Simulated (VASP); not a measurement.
A run of VASP 6.6.1 is set up as follows.

Contents of INCAR:

```
ALGO = Normal
EDIFF = 1E-6
ENCUT = 520
GGA = PS
ISIF = 2
ISMEAR = -1
IVDW = 12
LASPH = T
LCHARG = F
LREAL = F
LWAVE = F
NBANDS = 56
NELM = 80
PREC = Accurate
SIGMA = 0.05
```

The input KPOINTS:

```
k-points
0
Gamma
  5 5 6
```

Contents of POSCAR:

```
HfO2
1.0
    5.0968696083      0.0000000000      0.0000000000
    0.0000000000      5.1106757697      0.0000000000
    0.0000000000      0.0000000000      4.8738162321
Hf O
4 8
Direct
    0.2208224699      0.7797773742      0.2716426330
    0.7208224699      0.7202226258      0.7283573670
    0.7791775301      0.2202226258      0.2716426330
    0.2791775301      0.2797773742      0.7283573670
    0.1772000320      0.1745119181      0.1080288278
    0.6772000320      0.3254880819      0.8919711722
    0.8227999680      0.8254880819      0.1080288278
    0.3227999680      0.6745119181      0.8919711722
    0.0000000000      0.5000000000      0.4986320153
    0.5000000000      0.0000000000      0.5013679847
    0.0000000000      0.0000000000      0.5792849061
    0.5000000000      0.5000000000      0.4207150939
```

Potentials or basis: VASP PAW PBE potentials, release 64 (Hf_pv, O).

Run with:

```sh
$ cat potpaw_PBE.64/Hf_pv/POTCAR potpaw_PBE.64/O/POTCAR > POTCAR
$ mpirun -np 1 vasp_std > vasp.out
```

Q: What does it give for the band gap on the k mesh?

A: 3.70 eV.

Q: What does it give for the dispersion energy per atom?

A: -0.233 eV.

Forces in eV/Å, atoms in the order of the input:
```
Hf  -0.049  0.046  0.051
Hf  -0.049 -0.046 -0.051
Hf   0.049 -0.046  0.051
Hf   0.049  0.046 -0.051
O   -0.051 -0.054 -0.041
O   -0.051  0.054  0.041
O    0.051  0.054 -0.041
O    0.051 -0.054  0.041
O    0.000  0.000  0.000
O    0.000  0.000  0.000
O    0.000  0.000 -0.078
O    0.000  0.000  0.078
```

Caveat: the cell stands under tension; the PAW data sets were made with another functional, which shifts forces and pressure a little; spin-orbit coupling is left out, which moves the levels of the heavy elements. A k mesh can miss the band edges.
